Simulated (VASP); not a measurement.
# Mn (Im-3m) in VASP: notebook

Runs on Mn. Level: LDA. Tasks: single point.

All numbers are computed with VASP 6.6.1; they aren't measurements. Logs are shortened: lines on timing, memory, paths and dates and some standing lists are left out, and cuts for length are marked.

### Step 1. The cell of the first run

Symmetry: Im-3m, No. 229, cubic system. Conventional cell: a = 2.725 Å, b = 2.725 Å, c = 2.725 Å, α = 90.00°, β = 90.00°, γ = 90.00°. Within 3.1 Å of Mn (site symmetry m-3m) lie 14 Mn at 2.36 to 2.72 Å.

This isn't the form of Mn at room conditions, which is a 58-atom cubic cell.

### Step 2. Single point, LDA, collinear spin, antiferromagnetic start

Contents of INCAR:

```
SYSTEM = Mn
PREC = Accurate
ENCUT = 520
EDIFF = 1E-6
ISMEAR = -1
SIGMA = 0.05
LREAL = .False.
LASPH = .True.
NELM = 150
ALGO = Normal
ISIF = 2
LWAVE = .False.
LCHARG = .False.
ISPIN = 2
MAGMOM = 3 -3
LORBIT = 11
LMAXMIX = 4
NBANDS = 24
```

Contents of KPOINTS:

```
Automatic mesh
0
Gamma
  11 11 11
  0 0 0
```

Contents of POSCAR:

```
Mn
1.0
    2.7246874761      0.0000000000      0.0000000000
    0.0000000000      2.7246874761      0.0000000000
    0.0000000000      0.0000000000      2.7246874761
Mn
2
Direct
    0.0000000000      0.0000000000      0.0000000000
    0.5000000000      0.5000000000      0.5000000000
```

Potentials or basis: VASP PAW LDA potentials, release 64 (Mn_pv).

Started as:

```
cat potpaw_LDA.64/Mn_pv/POTCAR > POTCAR
mpirun -np 1 vasp_std > vasp.out
```

OUTCAR:

```text
SYSTEM = Mn
   PREC = Accurate
   ENCUT = 520
   EDIFF = 1E-6
   ISMEAR = -1
   LREAL = .False.
   LASPH = .True.
   NELM = 150
   ISIF = 2
   ISPIN = 2
   LORBIT = 11

 ion  position               nearest neighbor table
   1  0.000  0.000  0.000-   2 2.36   2 2.36   2 2.36   2 2.36   2 2.36   2 2.36   2 2.36   2 2.36

   2  0.500  0.500  0.500-   1 2.36   1 2.36   1 2.36   1 2.36   1 2.36   1 2.36   1 2.36   1 2.36

  LATTYP: Found a simple cubic cell.
 ALAT       =     2.7246874761

  Lattice vectors:

 A1 = (   2.7246874761,   0.0000000000,   0.0000000000)
 A2 = (   0.0000000000,   2.7246874761,   0.0000000000)
 A3 = (   0.0000000000,   0.0000000000,   2.7246874761)

Analysis of symmetry for initial positions (statically):
=====================================================================
 Subroutine PRICEL returns following result:

  LATTYP: Found a body centered cubic cell.
 ALAT       =     2.7246874761

  Lattice vectors:

 A1 = (   1.3623437381,   1.3623437381,  -1.3623437380)
 A2 = (  -1.3623437381,   1.3623437380,   1.3623437380)
 A3 = (   1.3623437381,  -1.3623437380,   1.3623437381)

   2 primitive cells build up your supercell.

 Routine SETGRP: Setting up the symmetry group for a
 simple cubic supercell.

 Subroutine GETGRP returns: Found 48 space group operations
 (whereof 48 operations were pure point group operations)
 out of a pool of 48 trial point group operations.

The static configuration has the point symmetry O_h .

Analysis of symmetry for dynamics (positions and initial velocities):
=====================================================================
 Subroutine PRICEL returns following result:

  LATTYP: Found a body centered cubic cell.
 ALAT       =     2.7246874761

  Lattice vectors:

 A1 = (   1.3623437381,   1.3623437381,  -1.3623437380)
 A2 = (  -1.3623437381,   1.3623437380,   1.3623437380)
 A3 = (   1.3623437381,  -1.3623437380,   1.3623437381)

   2 primitive cells build up your supercell.

 Routine SETGRP: Setting up the symmetry group for a
 simple cubic supercell.

 Subroutine GETGRP returns: Found 48 space group operations
 (whereof 48 operations were pure point group operations)
 out of a pool of 48 trial point group operations.

The dynamic configuration has the point symmetry O_h .

Analysis of structural, dynamic, and magnetic symmetry:
=====================================================================
 Subroutine PRICEL returns following result:

  LATTYP: Found a body centered cubic cell.
 ALAT       =     2.7246874761

  Lattice vectors:

 A1 = (   1.3623437381,   1.3623437381,  -1.3623437380)
 A2 = (  -1.3623437381,   1.3623437380,   1.3623437380)
 A3 = (   1.3623437381,  -1.3623437380,   1.3623437381)

   2 primitive cells build up your supercell.

 Routine SETGRP: Setting up the symmetry group for a
 simple cubic supercell.

 Subroutine GETGRP returns: Found 48 space group operations
 (whereof 48 operations were pure point group operations)
 out of a pool of 48 trial point group operations.

The overall configuration has the point symmetry O_h .

 Subroutine INISYM returns: Found 48 space group operations
 (whereof 48 operations are pure point group operations),
 and found     2 'primitive' translations

----------------------------------------------------------------------------------------

                                     Primitive cell

  volume of cell :      10.1139

  direct lattice vectors                    reciprocal lattice vectors
     1.362343738  1.362343738 -1.362343738     0.367014569  0.367014569  0.000000000
    -1.362343738  1.362343738  1.362343738    -0.000000000  0.367014569  0.367014569
     1.362343738 -1.362343738  1.362343738     0.367014569  0.000000000  0.367014569

  length of vectors
     2.359648572  2.359648572  2.359648572     0.519036981  0.519036981  0.519036981

  position of ions in fractional coordinates (direct lattice)
     0.000000000  0.000000000  0.000000000

  ion indices of the primitive-cell ions
   primitive index   ion index
                 1           1

----------------------------------------------------------------------------------------

 KPOINTS: Automatic mesh

Automatic generation of k-mesh.
 Grid dimensions read from file:
 generate k-points for:   11   11   11

 Generating k-lattice:

  Cartesian coordinates                     Fractional coordinates (reciprocal lattice)
     0.033364961  0.000000000  0.000000000     0.090909091  0.000000000  0.000000000
     0.000000000  0.033364961  0.000000000     0.000000000  0.090909091  0.000000000
     0.000000000  0.000000000  0.033364961     0.000000000  0.000000000  0.090909091

  Length of vectors
     0.033364961  0.033364961  0.033364961

  Shift w.r.t. Gamma in fractional coordinates (k-lattice)
     0.000000000  0.000000000  0.000000000

 Subroutine IBZKPT returns following result:
 ===========================================

 Found     56 irreducible k-points:

 Following reciprocal coordinates:
            Coordinates               Weight
  0.000000  0.000000  0.000000      1.000000
  0.090909  0.000000  0.000000      6.000000
  0.181818  0.000000  0.000000      6.000000
  0.272727  0.000000  0.000000      6.000000
  0.363636  0.000000  0.000000      6.000000
  0.454545  0.000000  0.000000      6.000000
[... 16 lines left out ...]
  0.181818  0.090909  0.090909     24.000000
  0.272727  0.090909  0.090909     24.000000
 [... further k-points ...]
   k-points           NKPTS =     56   k-points in BZ     NKDIM =     56   number of bands    NBANDS=     24
   number of dos      NEDOS =    301   number of ions     NIONS =      2
   total plane-waves  NPLWV =   8000
   dimension x,y,z NGX =    20 NGY =   20 NGZ =   20
   dimension x,y,z NGXF=    40 NGYF=   40 NGZF=   40
   ions per type =               2
   NGX,Y,Z   is equivalent  to a cutoff of  12.20, 12.20, 12.20 a.u.
   NGXF,Y,Z  is equivalent  to a cutoff of  24.41, 24.41, 24.41 a.u.
 SYSTEM =  Mn
   PREC   = accura    normal or accurate (medium, high low for compatibility)
   ISTART =      0    job   : 0-new  1-cont  2-samecut
   ICHARG =      2    charge: 1-file 2-atom 10-const
   ISPIN  =      2    spin polarized calculation?
   LNONCOLLINEAR =      F non collinear calculations
   LSORBIT =      F    spin-orbit coupling
   LASPH  =      T    aspherical Exc in radial PAW
   ENCUT  =  520.0 eV  38.22 Ry    6.18 a.u.   5.07  5.07  5.07*2*pi/ulx,y,z
   NELM   =    150;   NELMIN=  2; NELMDL= -5     # of ELM steps
   EDIFF  = 0.1E-05   stopping-criterion for ELM
   LREAL  =      F    real-space projection
   EDIFFG = 0.1E-04   stopping-criterion for IOM
   NSW    =      0    number of steps for IOM
   IBRION =     -1    ionic relax: 0-MD 1-quasi-New 2-CG
   NFREE  =      0    steps in history (QN), initial steepest desc. (CG)
   ISIF   =      2    stress and relaxation
   ISYM   =      2    0-nonsym 1-usesym 2-fastsym
   POTIM  = 0.5000    time-step for ionic-motion
   TEBEG  =    0.0;   TEEND  =   0.0 temperature during run
   PSTRESS=    0.0 pullay stress
   NELECT =      26.0000    total number of electrons
   NUPDOWN=      -1.0000    fix difference up-down
   EMIN   =  10.00;   EMAX   =-10.00  energy-range for DOS
   EFERMI =   0.00;   METHOD = LEGACY
   ISMEAR =    -1;   SIGMA  =   0.05  broadening in eV -4-tet -1-fermi 0-gaus
   EFERMI_NEDOS =   21; number of points for ismear=-14 and -15
   IALGO  =     38    algorithm
   IMIX   =      4    mixing-type and parameters
     AMIX     =   0.40;   BMIX     =  1.00
     AMIX_MAG =   1.60;   BMIX_MAG =  1.00
  volume/ion in A,a.u.               =      10.11        68.25
  Fermi-wavevector in a.u.,A,eV,Ry     =   1.779983  3.363681 43.107888  3.168340
  Thomas-Fermi vector in A             =   2.844866
   LORBIT       =     11    0 simple, 1 ext, 2 COOP (PROOUT), +10 PAW based schemes
   GGA     = CA    functional components
   LHFCALC =     F    Hartree Fock is set to
   AEXX    =    0.0000 exact exchange contribution
   IVDW    =     0    specifies the selected vdW correction
   LEPSILON=     F    determine dielectric tensor
   LRPA    =     F    only Hartree local field effects (RPA)
 spin polarized calculation
  energy-cutoff  :      520.00
  volume of cell :       20.23
 maximum number of plane-waves:       554
   NGX = 11   NGY = 11   NGZ = 11

 number of electron      26.0000010 magnetization       0.0000000

 number of electron      26.0000010 magnetization      -0.0000000

 Free energy of the ion-electron system (eV)
  ---------------------------------------------------
  ext. energy  EPLUGINS =         0.00000000
  ---------------------------------------------------
  free energy    TOTEN  =       -20.04810385 eV

  energy without entropy =      -20.01230748  energy(sigma->0) =      -20.03020566

 E-fermi :  11.5598     XC(G=0): -14.7504

 val. band max:       11.5396610762   @ k =   0.1818   0.1818   0.0000
 cond. band min:      11.5781483288   @ k =   0.2727   0.1818   0.0909
 fundamental gap:      0.0384872526
 Fermi energy:        11.5597698626

 spin component 1

 k-point     1 :       0.0000    0.0000    0.0000
  band No.  band energies     occupation
      1     -36.6559      1.00000
      2     -36.6559      1.00000
      3     -36.6559      1.00000
      4     -35.9980      1.00000
      5     -35.9980      1.00000
      6     -35.9980      1.00000
[... 637 lines left out ...]
     23      32.9681      0.00000
     24      33.4175      0.00000

 [... further k-points ...]

 spin component 2

 k-point     1 :       0.0000    0.0000    0.0000
  band No.  band energies     occupation
      1     -36.6559      1.00000
      2     -36.6559      1.00000
      3     -36.6559      1.00000
      4     -35.9980      1.00000
      5     -35.9980      1.00000
      6     -35.9980      1.00000
[... 637 lines left out ...]
     23      32.9681      0.00000
     24      33.4175      0.00000

 [... further k-points ...]

------------------------ aborting loop because EDIFF is reached ----------------------------------------

  FORCE on cell =-STRESS in cart. coord.  units (eV):
  Direction    XX          YY          ZZ          XY          YZ          ZX
  --------------------------------------------------------------------------------------
  -------------------------------------------------------------------------------------
  Total        0.0495299      0.0495299      0.0495299     -0.0000000      0.0000000     -0.0000000
  in kB        3.9230901      3.9230901      3.9230901     -0.0000000      0.0000000     -0.0000000
  external PRESSURE =       3.9230901 kB  Pullay stress =       0.0000000 kB

 VOLUME and BASIS-vectors are now :
 -----------------------------------------------------------------------------
  energy-cutoff  :      520.00
  volume of cell :       20.23
      direct lattice vectors                 reciprocal lattice vectors
     2.724687476  0.000000000  0.000000000     0.367014569  0.000000000  0.000000000
     0.000000000  2.724687476  0.000000000     0.000000000  0.367014569  0.000000000
     0.000000000  0.000000000  2.724687476     0.000000000  0.000000000  0.367014569

 POSITION                                       TOTAL-FORCE (eV/Angst)
 -----------------------------------------------------------------------------------
      0.00000      0.00000      0.00000         0.000000      0.000000     -0.000000
      1.36234      1.36234      1.36234         0.000000      0.000000      0.000000
 -----------------------------------------------------------------------------------
    total drift:                               -0.000000      0.000000      0.000000

  FREE ENERGIE OF THE ION-ELECTRON SYSTEM (eV)
  ---------------------------------------------------
  free  energy   TOTEN  =       -20.0481038472 eV

  energy  without entropy=      -20.0123074826  energy(sigma->0) =      -20.03020566

 total charge

# of ion       s       p       d       tot
------------------------------------------
    1        0.442   6.449   5.222  12.113
    2        0.442   6.449   5.222  12.113
--------------------------------------------------
tot          0.883  12.898  10.445  24.226

 magnetization (x)

# of ion       s       p       d       tot
------------------------------------------
    1        0.000   0.000   0.000   0.000
    2       -0.000  -0.000  -0.000  -0.000
--------------------------------------------------
tot          0.000   0.000   0.000   0.000
```

Wall time 52 s (1 thread of Intel Xeon 8259CL, shared host); peak memory 0.15 GiB.

What came out:

* Free energy: -20.0481 eV
* Pressure: 0.4 GPa
* Band gap on the k mesh: zero (filled and empty bands overlap)
* Net moment: 0.00 μB per cell
* Valence electrons inside the program's atomic spheres: Mn 12.11

Levels at points of the mesh, in eV from the Fermi level:
Spin up:
```csv
k point,band 10,band 11,band 12,band 13,band 14,band 15,band 16,band 17
"(0.00, 0.00, 0.00)",-1.73,-1.73,-1.73,0.32,0.32,1.75,1.75,1.75
```
Spin down:
```
           k point  band 10  band 11  band 12  band 13  band 14  band 15  band 16  band 17
(0.00, 0.00, 0.00)    -1.73    -1.73    -1.73     0.32     0.32     1.75     1.75     1.75
```

Caveat: the moments typed at the start vanished in this run.

### Step 3. Single point, LDA, collinear spin, antiferromagnetic start (9.30 Å³/atom)

This run uses another cell than the first one, of 9.30 Å³/atom.

Contents of INCAR:

```
SYSTEM = Mn
ALGO = Normal ; EDIFF = 1E-6
ENCUT = 520 ; ISIF = 2
ISMEAR = -1 ; ISPIN = 2
LASPH = .TRUE. ; LCHARG = .FALSE.
LMAXMIX = 4 ; LORBIT = 11
LREAL = .FALSE. ; LWAVE = .FALSE.
MAGMOM = 3 -3 ; NBANDS = 24
NELM = 150 ; PREC = Accurate
SIGMA = 0.05
```

Contents of KPOINTS:

```
k-points
0
G
  13 13 13
  0 0 0
```

Contents of POSCAR:

```
Mn
1.0
    2.6500005942      0.0000000000      0.0000000000
    0.0000000000      2.6500005942      0.0000000000
    0.0000000000      0.0000000000      2.6500005942
Mn
2
Direct
    0.0000000000      0.0000000000      0.0000000000
    0.5000000000      0.5000000000      0.5000000000
```

Potentials or basis: VASP PAW LDA potentials, release 64 (Mn_pv).

Started as:

```
cat potpaw_LDA.64/Mn_pv/POTCAR > POTCAR
mpirun -np 1 vasp_std > vasp.out
```

Wall time 88 s (1 thread of Intel Xeon 8259CL, shared host); peak memory 0.16 GiB.

It converged, with:

* Free energy: -19.8901 eV
* Pressure: 33.6 GPa
* Band gap on the k mesh: zero (filled and empty bands overlap)
* Net moment: 0.00 μB per cell
* Valence electrons inside the program's atomic spheres: Mn 12.31

Levels at points of the mesh, in eV from the Fermi level:
Spin up:
```tsv
k point	band 10	band 11	band 12	band 13	band 14	band 15	band 16	band 17
(0.00, 0.00, 0.00)	-1.94	-1.94	-1.94	0.36	0.36	1.97	1.97	1.97
```
Spin down:
| k point | band 10 | band 11 | band 12 | band 13 | band 14 | band 15 | band 16 | band 17 |
| --- | --- | --- | --- | --- | --- | --- | --- | --- |
| (0.00, 0.00, 0.00) | -1.94 | -1.94 | -1.94 | 0.36 | 0.36 | 1.97 | 1.97 | 1.97 |

Caveat: the cell stands under pressure; the moments typed at the start vanished in this run.

The gap in the log of VASP goes by the Fermi energy; the results here count the filled bands.